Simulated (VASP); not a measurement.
**TiO: single point with PBEsol**

The system is TiO.

```
Ti O
1.0
     2.74390    0.00000    0.00000
    -1.37195    2.37628    0.00000
     0.00000    0.00000    2.88645
Ti O
1 1
Direct
  0.66667 0.33333 0.00000
  0.00000 0.00000 0.50000
```

This cell differs from its parent crystal: ratio of the length along z to the lengths across it x 1.05, volume and fractional coordinates fixed.

- Program: VASP 6.6.1
- Task: single point
- Functional: PBEsol
- Potentials or basis: VASP PAW PBE potentials, release 64 (Ti_sv, O)
- Cutoff: 520 eV
- k mesh: 30 × 30 × 24
- Occupations: gaussian, width 0.15 eV
- Spin: no spin polarisation
- Dipole correction: no
- Further INCAR settings: ALGO = Normal; EDIFF = 1e-06; NBANDS = 16

| Property | Result |
| --- | --- |
| Pressure | -0.2 GPa |
| Band gap on the k mesh | zero (bands 9 and 10 overlap by 0.04 eV) |

Stress tensor (GPa, compression positive):
```
  6.71   0.00   0.00
  0.00   6.71   0.00
  0.00   0.00 -13.89
```

Levels at points of the mesh, in eV from the Fermi level:
| k point | band 5 | band 6 | band 7 | band 8 | band 9 | band 10 | band 11 | band 12 | band 13 | band 14 |
| --- | --- | --- | --- | --- | --- | --- | --- | --- | --- | --- |
| (0.00, 0.00, 0.00) | -21.86 | -5.61 | -5.30 | -5.30 | -3.11 | 1.62 | 1.62 | 2.15 | 2.22 | 2.22 |
| (0.50, 0.00, 0.00) | -20.38 | -9.05 | -6.78 | -5.13 | -2.56 | 1.65 | 2.38 | 2.79 | 3.29 | 6.49 |
| (0.00, 0.00, 0.50) | -20.58 | -9.34 | -4.96 | -4.96 | 0.04 | 0.04 | 0.41 | 2.19 | 2.19 | 7.32 |
| (0.50, 0.00, 0.50) | -20.59 | -8.01 | -7.94 | -6.38 | -0.90 | 1.88 | 3.04 | 3.26 | 3.74 | 8.52 |

Wall time 4.2 min on 1 thread of Intel Xeon 8259CL (shared host), peak memory 0.43 GiB.

Caveat: the stress differs along the axes, from -14 to 7 GPa; the PAW data sets were made with another functional, which shifts forces and pressure a little; semilocal functionals often make such compounds metallic where correlation or magnetic order opens a gap, which also shifts bond lengths.
